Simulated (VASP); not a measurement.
Write the native input for VASP 6.6.1 that does the following.

```yaml
Task: relaxation of cell and atoms
Functional: PBEsol-based global hybrid with 25 % exact exchange
Potentials_or_basis: VASP PAW PBE potentials, release 64 (Mg, B)
Cutoff: 600 eV
k_mesh: 5 × 5 × 5
Occupations: fermi-dirac, width 0.05 eV
Spin: no spin polarisation
Dipole_correction: no
Grid_for_exact_exchange_PRECFOCK: Normal
Share_of_exact_exchange: 0.25
Further_INCAR_settings: ALGO = Normal; EDIFF = 1e-07; IBRION = 2; EDIFFG = -0.01; NSW = 60; ISIF = 3
```

MgB:

```
CELL_PARAMETERS angstrom
2.89515 0.00000 0.00000
0.00000 2.89515 0.00000
0.00000 0.00000 2.89515
ATOMIC_POSITIONS crystal
Mg 0.00000 0.00000 0.00000
B 0.50000 0.50000 0.50000
```

One way to write it, as run:

POSCAR

```
MgB
1.0
    2.8951500000      0.0000000000      0.0000000000
    0.0000000000      2.8951500000      0.0000000000
    0.0000000000      0.0000000000      2.8951500000
Mg B
1 1
Direct
    0.0000000000      0.0000000000      0.0000000000
    0.5000000000      0.5000000000      0.5000000000
```

INCAR.step1

```
SYSTEM = MgB
ALGO     = Normal         ! electronic algorithm
EDIFF    = 1E-5           ! SCF threshold, eV
ENCUT    = 600            ! plane-wave cutoff, eV
GGA      = PE             ! functional
ISMEAR   = -1             ! smearing method
LASPH    = .TRUE.         ! aspherical terms in the spheres
LCHARG   = .FALSE.        ! write CHGCAR
LREAL    = .FALSE.        ! projectors in reciprocal space
LWAVE    = .TRUE.         ! write WAVECAR
NBANDS   = 10             ! bands
NELM     = 80             ! most SCF steps
PREC     = Accurate       ! precision mode
SIGMA    = 0.05           ! smearing width, eV
```

INCAR.step2

```
SYSTEM = MgB
AEXX     = 0.25           ! exact-exchange fraction
ALGO     = Normal         ! electronic algorithm
EDIFF    = 1E-7           ! SCF threshold, eV
EDIFFG   = -0.01          ! ionic threshold
ENCUT    = 600            ! plane-wave cutoff, eV
GGA      = PS             ! functional
IBRION   = 2              ! ionic algorithm
ISIF     = 3              ! what is computed and relaxed
ISMEAR   = -1             ! smearing method
ISTART   = 1            
LASPH    = .TRUE.         ! aspherical terms in the spheres
LCHARG   = .FALSE.        ! write CHGCAR
LHFCALC  = .TRUE.         ! exact exchange
LREAL    = .FALSE.        ! projectors in reciprocal space
LWAVE    = .FALSE.        ! write WAVECAR
NELM     = 80             ! most SCF steps
NSW      = 60             ! ionic steps
PREC     = Accurate       ! precision mode
PRECFOCK = Normal       
SIGMA    = 0.05           ! smearing width, eV
```

KPOINTS

```
k-points
0
G
  5 5 5
  0 0 0
```

Potentials or basis: VASP PAW PBE potentials, release 64 (Mg, B).

Run with:

```bash
$ cat potpaw_PBE.64/Mg/POTCAR potpaw_PBE.64/B/POTCAR > POTCAR
$ cp INCAR.step1 INCAR
$ mpirun -np 1 vasp_std > vasp.out
$ cp INCAR.step2 INCAR
$ mpirun -np 1 vasp_std > vasp.out
```

Results of the run:

| Item | Value |
| --- | --- |
| Relaxed volume | 11.83 Å³/atom |
| Relaxed cell | a = 2.871 Å, b = 2.871 Å, c = 2.871 Å, α = 90.00°, β = 90.00°, γ = 90.00° |
| Space group after relaxing (to 0.1 Å) | Pm-3m (No. 221) |
| Energy gained by relaxing | 2.3 meV/atom |
| Ionic steps | 3 |
| Pressure after relaxing | 0.0 GPa |
| Band gap on the k mesh | zero (an odd number of electrons rules out a gap without spin polarisation) |

Caveat: the k points lie up to 0.44 Å⁻¹ apart in the final cell, too coarse for converged energies and pressures of a metal; the PAW data sets were made with another functional, which shifts forces and pressure a little.

Wall time 5 min on 1 thread of Intel Xeon 8259CL, on a shared host, peak memory 0.15 GiB.
